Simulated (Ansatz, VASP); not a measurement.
MgH2 in VASP and in Ansatz

INCAR

```
  ALGO = Normal
  EDIFF = 1E-6
  ENCUT = 520
  GGA = PE
  ISIF = 2
  ISMEAR = 0
  LASPH = T
  LCHARG = F
  LREAL = F
  LWAVE = F
  NBANDS = 13
  NELM = 80
  PREC = Accurate
  SIGMA = 0.01
```

Contents of KPOINTS:

```
k-points
0
Gamma
  6 6 8
```

File POSCAR:

```
MgH2
1.0
    4.6047359376      0.0000000000      0.0000000000
    0.0000000000      4.6047359376      0.0000000000
    0.0000000000      0.0000000000      3.0717666897
Mg H
2 4
Direct
    0.0000000000      0.0000000000      0.0000000000
    0.5000000000      0.5000000000      0.5000000000
    0.3044145892      0.3044145892      0.0000000000
    0.1955854108      0.8044145892      0.5000000000
    0.8044145892      0.1955854108      0.5000000000
    0.6955854108      0.6955854108      0.0000000000
```

Input for Ansatz:

```yaml
crystal:
  lattice:
    - [4.6047359376, 0.0, 0.0]
    - [0.0, 4.6047359376, 0.0]
    - [0.0, 0.0, 3.0717666897]
  atoms:
    - { symbol: Mg, position: [0.0, 0.0, 0.0] }
    - { symbol: Mg, position: [0.5, 0.5, 0.5] }
    - { symbol: H, position: [0.3044145892, 0.3044145892, 0.0] }
    - { symbol: H, position: [0.1955854108, 0.8044145892, 0.5] }
    - { symbol: H, position: [0.8044145892, 0.1955854108, 0.5] }
    - { symbol: H, position: [0.6955854108, 0.6955854108, 0.0] }
kpoints:
  mp_grid: { grid: [6, 6, 8] }
hamiltonian:
  xc: pbe
scf:
  occupations: { method: fixed }
  n_extra_bands: 5
output:
  forces: true
  stress: true
  eigenvalues: true
```

Alike in both runs: task single point; functional PBE; k mesh 6 × 6 × 8; no spin polarisation.

|  | VASP | Ansatz |
| --- | --- | --- |
| version | VASP 6.6.1 | Ansatz 0.2.0 |
| potentials or method | VASP PAW PBE potentials, release 64 (Mg, H) | plane waves, PAW |
| plane-wave cutoff (eV) | 520 | 420 |
| occupations | gaussian, width 0.01 eV | fixed |
| valence electrons in the cell | 8 | 24 |

```csv
,VASP,Ansatz,Ansatz less VASP
gap on the k mesh at the Fermi level (eV),3.67,3.69,+0.012
pressure (GPa),-2.9,-2.7,+0.27
"traceless stress, the component that is largest in VASP (GPa)",-0.70,-0.65,+0.052
rms of the force components (eV/Å),0.008,0.008,+0.0001
```

Atom by atom the forces differ by 0.000 eV/Å (rms over components). VASP's potentials hold 8 valence electrons a cell and Ansatz's 24, so a difference there can come from the potentials and not from the codes.
